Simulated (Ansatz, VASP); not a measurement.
## GaN: VASP beside Ansatz

The input INCAR:

```
SYSTEM = GaN
PREC = Accurate
ENCUT = 520
EDIFF = 1E-6
ISMEAR = -1
SIGMA = 0.1
LREAL = .False.
LASPH = .True.
NELM = 80
ALGO = Normal
ISIF = 2
LWAVE = .False.
LCHARG = .False.
GGA = PE
NBANDS = 16
```

Contents of KPOINTS:

```
Automatic mesh
0
Gamma
  15 15 15
  0 0 0
```

POSCAR

```
GaN
1.0
    0.0000000000      1.7486982478      1.7486982478
    1.7486982478      0.0000000000      1.7486982478
    1.7486982478      1.7486982478      0.0000000000
Ga N
1 1
Direct
    0.0000000000      0.0000000000      0.0000000000
    0.5000000000      0.5000000000      0.5000000000
```

Input for Ansatz:

```yaml
crystal:
  lattice:
    - [0.0, 1.7486982478, 1.7486982478]
    - [1.7486982478, 0.0, 1.7486982478]
    - [1.7486982478, 1.7486982478, 0.0]
  atoms:
    - { symbol: Ga, position: [0.0, 0.0, 0.0] }
    - { symbol: "N", position: [0.5, 0.5, 0.5] }
kpoints:
  mp_grid: { grid: [15, 15, 15] }
  band_path:
    path:
      - [0.0, 0.0, 0.0]
      - [0.5, 0.0, 0.5]
      - [0.625, 0.25, 0.625]
      - [0.375, 0.375, 0.75]
      - [0.0, 0.0, 0.0]
      - [0.5, 0.5, 0.5]
      - [0.5, 0.25, 0.75]
      - [0.5, 0.0, 0.5]
    npoints: 8
scf:
  occupations: { method: fermi_dirac, width: 0.1 }
hamiltonian:
  xc: pbe
  pseudopotentials: { kind: all_electron, lapw: { basis_error: 0.001 } }
output:
  forces: true
  stress: true
  eigenvalues: true
  populations: true
  dos: { projected: true, de: 0.2, e_range: [-14, 8] }
```

Change from the starting cell: volume scaled by 0.55, LAPW.

Alike in both runs: task single point; functional PBE; k mesh 15 × 15 × 15; occupations fermi-dirac, width 0.1 eV; no spin polarisation.

```csv
,VASP,Ansatz
version,VASP 6.6.1,Ansatz 0.2.0
potentials or method,"VASP PAW PBE potentials, release 64 (Ga_d, N), cutoff 520 eV","all-electron LAPW, scalar-relativistic"
```

|  | VASP | Ansatz | Ansatz less VASP |
| --- | --- | --- | --- |
| gap on the k mesh at the Fermi level (eV) | 5.21 | 5.27 | +0.059 |
| pressure (GPa) | 472.9 | 468.6 | -4.27 |

Both programs put the cell under a high pressure, so it lies far from rest at this level. Ansatz ran all-electron here, and VASP with PAW potentials.

Noted on VASP's run: the cell as given lies far from equilibrium.
